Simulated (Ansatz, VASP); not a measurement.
# ScSi10: VASP beside Ansatz

```
CELL_PARAMETERS angstrom
6.89242 0.00000 0.00000
-3.44621 5.96901 0.00000
0.00000 0.00000 5.00453
ATOMIC_POSITIONS crystal
Sc 0.00000 0.00000 0.00000
Si 0.33333 0.66667 0.23803
Si 0.33333 0.66667 0.76197
Si 0.66667 0.33333 0.76197
Si 0.66667 0.33333 0.23803
Si 0.31512 0.00000 0.63200
Si 0.00000 0.31512 0.63200
Si 0.68488 0.68488 0.63200
Si 0.00000 0.68488 0.36800
Si 0.68488 0.00000 0.36800
Si 0.31512 0.31512 0.36800
```

Alike in both runs: functional PBE; k mesh 3 × 3 × 4; occupations gaussian, width 0.1 eV; no spin polarisation.

Ansatz relaxed the structure, and its values are those at the end. VASP's run is a single point on that final structure, the one shown.

|  | VASP | Ansatz |
| --- | --- | --- |
| version | VASP 6.6.1 | Ansatz 0.2.0 |
| potentials or method | VASP PAW PBE potentials, release 64 (Sc_sv, Si), cutoff 520 eV | scalar-relativistic, plane waves, PAW |
| valence electrons in the cell | 51 | 51 |

Ansatz gave:

| Quantity | Value |
| --- | --- |
| gap on the k mesh at the Fermi level (eV) | none |
| pressure (GPa) | 0.0 |
| rms of the force components (eV/Å) | 0.006 |

**Question.** Which values does VASP return?

**Answer.** gap on the k mesh at the Fermi level (eV): none; pressure (GPa): 0.0; rms of the force components (eV/Å): 0.007.

A gap of «none» marks a metal or a gap that the smearing closes.
